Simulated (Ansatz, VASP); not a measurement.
# Tc in VASP and in Ansatz

The input INCAR:

```
SYSTEM = Tc
PREC     = Accurate       ! precision mode
ENCUT    = 520            ! plane-wave cutoff, eV
EDIFF    = 1E-8           ! SCF threshold, eV
ISMEAR   = -1             ! smearing method
SIGMA    = 0.03           ! smearing width, eV
LREAL    = .False.        ! projectors in reciprocal space
LASPH    = .True.         ! aspherical terms in the spheres
NELM     = 100            ! most SCF steps
ALGO     = Normal         ! electronic algorithm
ISIF     = 2              ! what is computed and relaxed
LWAVE    = .False.        ! write WAVECAR
LCHARG   = .False.        ! write CHGCAR
GGA      = PS             ! functional
LEFG     = .True.       
NBANDS   = 12             ! bands
```

The input KPOINTS:

```
Automatic mesh
0
Gamma
  18 18 18
  0 0 0
```

Contents of POSCAR:

```
Tc
1.0
    0.0000000000      1.9236454180      1.9236454180
    1.9236454180      0.0000000000      1.9236454180
    1.9236454180      1.9236454180      0.0000000000
Tc
1
Direct
    0.0000000000      0.0000000000      0.0000000000
```

Input for Ansatz:

```yaml
crystal:
  lattice:
    - [0.0, 1.923645418, 1.923645418]
    - [1.923645418, 0.0, 1.923645418]
    - [1.923645418, 1.923645418, 0.0]
  atoms:
    - { symbol: Tc, position: [0.0, 0.0, 0.0] }
kpoints:
  mp_grid: { grid: [18, 18, 18] }
scf:
  occupations: { method: fermi_dirac, width: 0.03 }
hamiltonian:
  xc: pbesol
  pseudopotentials: { kind: paw }
output:
  forces: true
  stress: true
  eigenvalues: true
  efg: { contact_densities: true }
```

Change from the starting cell: volume scaled by 0.96, PAW files.

Alike in both runs: task electric field gradients; functional PBEsol; k mesh 18 × 18 × 18; occupations fermi-dirac, width 0.03 eV; no spin polarisation.

|  | VASP | Ansatz |
| --- | --- | --- |
| version | VASP 6.6.1 | Ansatz 0.2.0 |
| potentials or method | VASP PAW PBE potentials, release 64 (Tc_pv) | PAW with Ansatz's default frozen-core files, scalar-relativistic |
| plane-wave cutoff (eV) | 520 | 500 |
| valence electrons in the cell | 13 | 15 |

Ansatz gave:

| Property | Result |
| --- | --- |
| pressure (GPa) | -3.6 |

Question: Which values does VASP return?

Answer: Pressure (GPa): -4.3.

VASP's potentials were made for PBE, not for PBEsol. The functional is the same, so the differences come from potentials, cutoffs and numerics. VASP's potentials hold 13 valence electrons a cell and Ansatz's 15, so a difference there can come from the potentials and not from the codes.
